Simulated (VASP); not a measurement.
A run of VASP 6.6.1:

Contents of INCAR:

```
SYSTEM = SiO
  PREC = Accurate
  ENCUT = 520
  EDIFF = 1E-6
  ISMEAR = 0
  SIGMA = 0.01
  LREAL = .FALSE.
  LASPH = .TRUE.
  NELM = 60
  ALGO = Normal
  ISIF = 2
  LWAVE = .FALSE.
  LCHARG = .FALSE.
  GGA = PE
  NBANDS = 18
```

File KPOINTS:

```
regular mesh
0
G
  12 12 12
  0 0 0
```

The input POSCAR:

```
SiO
1.0
   -1.9581938075      2.6607015816      3.1283263904
    1.9581938075     -2.6607015816      3.1283263904
    1.9581938075      2.6607015816     -3.1283263904
Si O
2 2
Direct
    0.5991007821      0.3491007821      0.2500000000
    0.4008992179      0.6508992179      0.7500000000
    0.5000000000      0.5000000000      0.0000000000
    0.0000000000      0.5000000000      0.5000000000
```

Potentials or basis: VASP PAW PBE potentials, release 64 (Si, O).

Run with:

```sh
$ cat potpaw_PBE.64/Si/POTCAR potpaw_PBE.64/O/POTCAR > POTCAR
$ mpirun -np 1 vasp_std > vasp.out
```

Hardware: 1 thread of Oxide Virtual Turin-like Processor, with other jobs on the host.

Q: How long does it take, and how much memory?

A: It took 6.8 min on 1 thread of Oxide Virtual Turin-like Processor (shared host), peak memory 0.35 GiB. Counts: scf iterations 13, k points 280.
